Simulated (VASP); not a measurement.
**MgO: single point with PBE**

MgO:

```xyz
4
Lattice="3.6622 0.0000 0.0000 -1.8311 3.1716 0.0000 0.0000 0.0000 4.1970" Properties=species:S:1:pos:R:3 pbc="T T T"
Mg    1.8311    1.0572    3.1478
Mg    0.0000    2.1144    1.0493
O     1.8311    1.0572    1.0493
O     0.0000    2.1144    3.1478
```

- Program: VASP 6.6.1
- Task: single point
- Functional: PBE
- Potentials or basis: VASP PAW PBE potentials, release 64 (Mg, O)
- Cutoff: 520 eV
- k mesh: 9 × 9 × 6
- Occupations: gaussian, width 0.05 eV
- Spin: no spin polarisation

```
Pressure               : -7.3 GPa
Band gap on the k mesh : 3.01 eV
```

Stress tensor (GPa, compression positive):
```
-8.91  0.00  0.00
 0.00 -8.91  0.00
 0.00  0.00 -3.99
```

Levels at points of the mesh, in eV from the valence-band top:
```
           k point  band 5  band 6  band 7  band 8  band 9  band 10  band 11  band 12
(0.00, 0.00, 0.00)   -1.53   -0.55   -0.55    0.00    3.01     8.91    11.67    11.67
(0.00, 0.00, 0.50)   -1.06   -1.06   -1.06   -1.06    6.05     6.05    12.02    12.02
```

Run time: 15 s on 1 thread of AMD EPYC 9R45 96-Core Processor (Zen 5), on a shared host, peak memory 0.15 GiB.

Caveat: the cell stands under tension.
